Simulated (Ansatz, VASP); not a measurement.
## Two plane-wave programs on Ge

```
Ge
1.0
     3.11564    0.00000    0.00000
    -1.55782    2.69822    0.00000
     0.00000    0.00000   10.21438
Ge
4
Direct
  0.00000 0.00000 0.00000
  0.00000 0.00000 0.50000
  0.33333 0.66667 0.25000
  0.66667 0.33333 0.75000
```

Alike in both runs: task single point; functional revPBE; k mesh 16 × 16 × 5; occupations fermi-dirac, width 0.1 eV; no spin polarisation.

```csv
,VASP,Ansatz
version,VASP 6.6.1,Ansatz 0.2.0
potentials or method,"VASP PAW PBE potentials, release 64 (Ge_d), cutoff 520 eV","plane waves (420 eV) with PAW, scalar-relativistic"
valence electrons in the cell,56,56
```

```csv
,VASP,Ansatz,Ansatz less VASP
pressure (GPa),-3.9,-3.9,+0.05
"traceless stress, the component that is largest in VASP (GPa)",0.53,0.52,-0.002
```

VASP's potentials were made for PBE, not for revPBE. With one functional, cell and mesh, what is left measures potentials, basis and numerics.
